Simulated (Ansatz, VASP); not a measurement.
# Two plane-wave programs on Ba2B5

Contents of INCAR:

```
SYSTEM = Ba2B5
ALGO     = Normal         ! electronic algorithm
EDIFF    = 1E-6           ! SCF threshold, eV
ENCUT    = 1230           ! plane-wave cutoff, eV
GGA      = PE             ! functional
GGA_COMPAT= .FALSE.      
ISIF     = 2              ! what is computed and relaxed
ISMEAR   = 0              ! smearing method
LASPH    = .TRUE.         ! aspherical terms in the spheres
LCHARG   = .TRUE.         ! write CHGCAR
LELF     = .TRUE.         ! ELF
LREAL    = .FALSE.        ! projectors in reciprocal space
LVHAR    = .TRUE.       
LWAVE    = .FALSE.        ! write WAVECAR
NBANDS   = 26             ! bands
NELM     = 120            ! most SCF steps
PREC     = Accurate       ! precision mode
SIGMA    = 0.1            ! smearing width, eV
```

Contents of KPOINTS:

```
k-points
0
G
  6 6 2
  0 0 0
```

The input POSCAR:

```
Ba2B5
1.0
    4.0834656100      0.0000000000      0.0000000000
   -2.0417328000      3.5363849500      0.0000000000
    0.0000000000      0.0000000000      7.9137756200
Ba B
2 5
Direct
    0.0000000000      0.0000000000      0.7234969600
    0.0000000000      0.0000000000      0.2765030400
    0.5000000000      0.0000000000      0.5000000000
    0.0000000000      0.5000000000      0.5000000000
    0.5000000000      0.5000000000      0.5000000000
    0.0000000000      0.0000000000      0.0000000000
    0.0000000000      0.0000000000      0.5000000000
```

Input for Ansatz:

```yaml
crystal:
  lattice:
    - [4.08346561, 0.0, 0.0]
    - [-2.0417328, 3.53638495, 0.0]
    - [0.0, 0.0, 7.91377562]
  atoms:
    - { symbol: Ba, position: [0.0, 0.0, 0.72349696] }
    - { symbol: Ba, position: [0.0, 0.0, 0.27650304] }
    - { symbol: B, position: [0.5, 0.0, 0.5] }
    - { symbol: B, position: [0.0, 0.5, 0.5] }
    - { symbol: B, position: [0.5, 0.5, 0.5] }
    - { symbol: B, position: [0.0, 0.0, 0.0] }
    - { symbol: B, position: [0.0, 0.0, 0.5] }
basis:
  ecutwfc: 420
kpoints:
  mp_grid: { grid: [6, 6, 2] }
hamiltonian:
  xc: pbe
scf:
  occupations: { method: gaussian, width: 0.1 }
  lower_state_search: "off"
output:
  forces: true
  stress: true
  eigenvalues: true
```

Alike in both runs: task single point; functional PBE; k mesh 6 × 6 × 2; occupations gaussian, width 0.1 eV; no spin polarisation.

```csv
,VASP,Ansatz
version,VASP 6.6.1,Ansatz 0.2.0
potentials or method,"VASP PAW PBE potentials, release 64 (Ba_sv, B_h), cutoff 1230 eV","scalar-relativistic, plane waves, PAW"
valence electrons in the cell,35,35
```

```tsv
	VASP	Ansatz	Ansatz less VASP
gap on the k mesh at the Fermi level (eV)	none	none	-
rms of the force components (eV/Å)	5.102	4.468	-0.6337
```

Atom by atom the forces differ by 0.634 eV/Å (rms over components). A gap of «none» marks a metal or a gap that the smearing closes.

The k mesh is coarse, so the values compare programs but aren't converged. Spin-orbit coupling is off throughout.
